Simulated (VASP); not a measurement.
# NaH (F-43m) in VASP: further runs, part 2 of 2

VASP 6.6.1.

**4. Single point, PBE-based screened hybrid**

The input, POSCAR:

```
NaH
1.0
    0.0000000000      2.5969210614      2.5969210614
    2.5969210614      0.0000000000      2.5969210614
    2.5969210614      2.5969210614      0.0000000000
Na H
1 1
Direct
    0.0000000000      0.0000000000      0.0000000000
    0.2500000000      0.2500000000      0.2500000000
```

The input, INCAR.step1:

```
SYSTEM = NaH
  ALGO = Normal
  EDIFF = 1E-5
  ENCUT = 520
  GGA = PE
  ISIF = 2
  ISMEAR = 0
  LASPH = .TRUE.
  LCHARG = .FALSE.
  LREAL = .FALSE.
  LWAVE = .TRUE.
  NBANDS = 11
  NELM = 60
  PREC = Accurate
  SIGMA = 0.01
```

The input, INCAR.step2:

```
SYSTEM = NaH
  AEXX = 0.35
  ALGO = Normal
  EDIFF = 1E-7
  ENCUT = 520
  GGA = PE
  HFSCREEN = 0.2078
  ISIF = 2
  ISMEAR = 0
  ISTART = 1
  LASPH = .TRUE.
  LCHARG = .FALSE.
  LHFCALC = .TRUE.
  LREAL = .FALSE.
  LWAVE = .FALSE.
  NBANDS = 11
  NELM = 60
  PREC = Accurate
  PRECFOCK = Normal
  SIGMA = 0.01
```

The input, KPOINTS:

```
k-points
0
G
  4 4 4
  0 0 0
```

Potentials or basis: VASP PAW PBE potentials, release 64 (Na_pv, H).

Launch:

```sh
> cat potpaw_PBE.64/Na_pv/POTCAR potpaw_PBE.64/H/POTCAR > POTCAR
> cp INCAR.step1 INCAR
> mpirun -np 1 vasp_std > vasp.out
> cp INCAR.step2 INCAR
> mpirun -np 1 vasp_std > vasp.out
```

OUTCAR:

```text
SYSTEM = NaH
   AEXX = 0.35
   EDIFF = 1E-7
   ENCUT = 520
   GGA = PE
   HFSCREEN = 0.2078
   ISIF = 2
   ISMEAR = 0
   ISTART = 1
   LASPH = .TRUE.
   LHFCALC = .TRUE.
   LREAL = .FALSE.
   NELM = 60
   PREC = Accurate
   PRECFOCK = Normal

 ion  position               nearest neighbor table
   1  0.000  0.000  0.000-
   2  0.250  0.250  0.250-

  LATTYP: Found a face centered cubic cell.
 ALAT       =     5.1938421228

  Lattice vectors:

 A1 = (   0.0000000000,   2.5969210614,   2.5969210614)
 A2 = (   2.5969210614,   0.0000000000,   2.5969210614)
 A3 = (   2.5969210614,   2.5969210614,   0.0000000000)

Analysis of symmetry for initial positions (statically):
=====================================================================
 Subroutine PRICEL returns:
 Original cell was already a primitive cell.

 Routine SETGRP: Setting up the symmetry group for a
 face centered cubic supercell.

 Subroutine GETGRP returns: Found 24 space group operations
 (whereof 24 operations were pure point group operations)
 out of a pool of 48 trial point group operations.

The static configuration has the point symmetry T_d .

Analysis of symmetry for dynamics (positions and initial velocities):
=====================================================================
 Subroutine PRICEL returns:
 Original cell was already a primitive cell.

 Routine SETGRP: Setting up the symmetry group for a
 face centered cubic supercell.

 Subroutine GETGRP returns: Found 24 space group operations
 (whereof 24 operations were pure point group operations)
 out of a pool of 48 trial point group operations.

The dynamic configuration has the point symmetry T_d .

 Subroutine INISYM returns: Found 24 space group operations
 (whereof 24 operations are pure point group operations),
 and found     1 'primitive' translations

----------------------------------------------------------------------------------------

                                     Primitive cell

  volume of cell :      35.0273

  direct lattice vectors                    reciprocal lattice vectors
     0.000000000  2.596921061  2.596921061    -0.192535694  0.192535694  0.192535694
     2.596921061  0.000000000  2.596921061     0.192535694 -0.192535694  0.192535694
     2.596921061  2.596921061  0.000000000     0.192535694  0.192535694 -0.192535694

  length of vectors
     3.672600985  3.672600985  3.672600985     0.333481605  0.333481605  0.333481605

  position of ions in fractional coordinates (direct lattice)
     0.000000000  0.000000000  0.000000000
     0.250000000  0.250000000  0.250000000

  ion indices of the primitive-cell ions
   primitive index   ion index
                 1           1
                 2           2

----------------------------------------------------------------------------------------

 KPOINTS: k-points

Automatic generation of k-mesh.
 Grid dimensions read from file:
 generate k-points for:    4    4    4

 Generating k-lattice:

  Cartesian coordinates                     Fractional coordinates (reciprocal lattice)
[... 27 lines left out ...]
   total plane-waves  NPLWV =  21952
   dimension x,y,z NGX =    28 NGY =   28 NGZ =   28
   dimension x,y,z NGXF=    56 NGYF=   56 NGZF=   56
   ions per type =               1   1
   NGX,Y,Z   is equivalent  to a cutoff of  12.67, 12.67, 12.67 a.u.
   NGXF,Y,Z  is equivalent  to a cutoff of  25.35, 25.35, 25.35 a.u.
 SYSTEM =  NaH
   PREC   = accura    normal or accurate (medium, high low for compatibility)
   ISTART =      1    job   : 0-new  1-cont  2-samecut
   ICHARG =      0    charge: 1-file 2-atom 10-const
   ISPIN  =      1    spin polarized calculation?
   LNONCOLLINEAR =      F non collinear calculations
   LSORBIT =      F    spin-orbit coupling
   LASPH  =      T    aspherical Exc in radial PAW
   ENCUT  =  520.0 eV  38.22 Ry    6.18 a.u.   6.83  6.83  6.83*2*pi/ulx,y,z
   NELM   =     60;   NELMIN=  2; NELMDL=  0     # of ELM steps
   EDIFF  = 0.1E-06   stopping-criterion for ELM
   LREAL  =      F    real-space projection
   EDIFFG = 0.1E-05   stopping-criterion for IOM
   NSW    =      0    number of steps for IOM
   IBRION =     -1    ionic relax: 0-MD 1-quasi-New 2-CG
   NFREE  =      0    steps in history (QN), initial steepest desc. (CG)
   ISIF   =      2    stress and relaxation
   ISYM   =      3    0-nonsym 1-usesym 2-fastsym
   POTIM  = 0.5000    time-step for ionic-motion
   TEBEG  =    0.0;   TEEND  =   0.0 temperature during run
   PSTRESS=    0.0 pullay stress
   NELECT =       8.0000    total number of electrons
   NUPDOWN=      -1.0000    fix difference up-down
   EMIN   =  10.00;   EMAX   =-10.00  energy-range for DOS
   EFERMI =   0.00;   METHOD = LEGACY
   ISMEAR =     0;   SIGMA  =   0.01  broadening in eV -4-tet -1-fermi 0-gaus
   EFERMI_NEDOS =   21; number of points for ismear=-14 and -15
   IALGO  =     38    algorithm
   IMIX   =      1    mixing-type and parameters
     AMIX     =   0.40;   BMIX     =  1.00
     AMIX_MAG =   1.60;   BMIX_MAG =  1.00
  volume/ion in A,a.u.               =      17.51       118.19
  Fermi-wavevector in a.u.,A,eV,Ry     =   1.000697  1.891044 13.624808  1.001395
  Thomas-Fermi vector in A             =   2.133071
   LORBIT       =      0    0 simple, 1 ext, 2 COOP (PROOUT), +10 PAW based schemes
   GGA     = PE    functional components
   LHFCALC =     T    Hartree Fock is set to
   PRECFOCK=normal    Normal, Fast or Accurate (Low or Medium for compatibility)
   ENCUT4O =  -1.0   cutoff for four orbital integrals eV
   NKREDX  =     1    reduce k-point grid by
   NKREDY  =     1    reduce k-point grid by
   NKREDZ  =     1    reduce k-point grid by
   AEXX    =    0.3500 exact exchange contribution
   HFSCREEN=    0.2078 screening length (either q_TF or 0.3 A-1)
   HFSCREENC=   0.2078 screening length for correlation (either q_TF or 0.3 A-1)
   ENCUTFOCK=  -1.0 apply spherical cutoff to Coloumb kernel
   IVDW    =     0    specifies the selected vdW correction
   LEPSILON=     F    determine dielectric tensor
   LRPA    =     F    only Hartree local field effects (RPA)
 non-spin polarized calculation
 Gauss-broadening in eV      SIGMA  =   0.01
  energy-cutoff  :      520.00
  volume of cell :       35.03
 maximum number of plane-waves:       960
  NGX = 24; NGY = 24; NGZ = 24

 number of electron       8.0000009 magnetization

 Free energy of the ion-electron system (eV)
  ---------------------------------------------------
  ext. energy  EPLUGINS =         0.00000000
  ---------------------------------------------------
  free energy    TOTEN  =        -5.92873171 eV

  energy without entropy =       -5.92873171  energy(sigma->0) =       -5.92873171

 E-fermi :  -2.8661     XC(G=0):  -5.3681

 val. band max:       -2.9482323140   @ k =  -0.2500   0.5000   0.2500
 cond. band min:       2.0755635185   @ k =   0.5000   0.0000   0.0000
 fundamental gap:      5.0237958325
 Fermi energy:        -2.8660883264

 k-point     1 :       0.0000    0.0000    0.0000
  band No.  band energies     occupation
      1     -28.1103      2.00000
      2     -28.1103      2.00000
      3     -28.1103      2.00000
      4      -6.0927      2.00000
      5       7.1094      0.00000
      6      12.3405      0.00000
      7      12.3405      0.00000
      8      12.3405      0.00000
      9      15.0122      0.00000
     10      15.0122      0.00000
     11      15.0122      0.00000
[... 85 lines left out ...]
 k-point     8 :      -0.2500    0.5000    0.2500
  band No.  band energies     occupation
      1     -28.1420      2.00000
      2     -28.1350      2.00000
      3     -28.1247      2.00000
      4      -2.9482      2.00000
      5       4.4401      0.00000
      6       4.6737      0.00000
      7       6.0750      0.00000
      8      13.1398      0.00000
      9      14.2670      0.00000
     10      16.1743      0.00000
     11      17.1293      0.00000

------------------------ aborting loop because EDIFF is reached ----------------------------------------

  FORCE on cell =-STRESS in cart. coord.  units (eV):
  Direction    XX          YY          ZZ          XY          YZ          ZX
  --------------------------------------------------------------------------------------
  -------------------------------------------------------------------------------------
  Total       -0.0012718     -0.0012718     -0.0012718      0.0000000     -0.0000000      0.0000000
  in kB       -0.0581731     -0.0581731     -0.0581731      0.0000000     -0.0000000      0.0000000
  external PRESSURE =      -0.0581731 kB  Pullay stress =       0.0000000 kB

 VOLUME and BASIS-vectors are now :
 -----------------------------------------------------------------------------
  energy-cutoff  :      520.00
  volume of cell :       35.03
      direct lattice vectors                 reciprocal lattice vectors
     0.000000000  2.596921061  2.596921061    -0.192535694  0.192535694  0.192535694
     2.596921061  0.000000000  2.596921061     0.192535694 -0.192535694  0.192535694
     2.596921061  2.596921061  0.000000000     0.192535694  0.192535694 -0.192535694

 POSITION                                       TOTAL-FORCE (eV/Angst)
 -----------------------------------------------------------------------------------
      0.00000      0.00000      0.00000        -0.000000     -0.000000     -0.000000
      1.29846      1.29846      1.29846         0.000000      0.000000      0.000000
 -----------------------------------------------------------------------------------
    total drift:                                0.000004      0.000001      0.000002

  FREE ENERGIE OF THE ION-ELECTRON SYSTEM (eV)
  ---------------------------------------------------
  free  energy   TOTEN  =        -5.9287317067 eV

  energy  without entropy=       -5.9287317067  energy(sigma->0) =       -5.92873171
```

Wall time 2.2 min (1 thread of AMD EPYC 7R43 (Zen 3), shared host); peak memory 0.21 GiB.

Results:

```
Free energy            : -5.9287 eV
Pressure               : 0.0 GPa
Band gap on the k mesh : 5.02 eV, indirect (least direct gap 5.81 eV)
```

Caveat: the k points lie up to 0.52 Å⁻¹ apart; the PAW data sets were made with another functional, which shifts forces and pressure a little. A k mesh can miss the band edges.

**5. Summary**

```tsv
level	share of exact exchange	screening parameter	gap on the mesh (eV)	pressure (GPa)
PBE-based screened hybrid	0.5	0.5 1/Å	4.56	-0.1
HF	-	-	11.11	1.3
PBE-based screened hybrid	0.35	0.2078 1/Å	5.02	0.0
```

Alike in all rows: task single point; potentials or basis VASP PAW PBE potentials, release 64 (Na_pv, H); no spin polarisation; cell as given; k mesh 4 × 4 × 4; cutoff (eV) 520; smearing gaussian 0.01 eV.

Caveats: all runs use coarse meshes; the PAW data sets were made with another functional, which shifts forces and pressure a little.

Absolute energies hang on the potentials; compare differences alone.
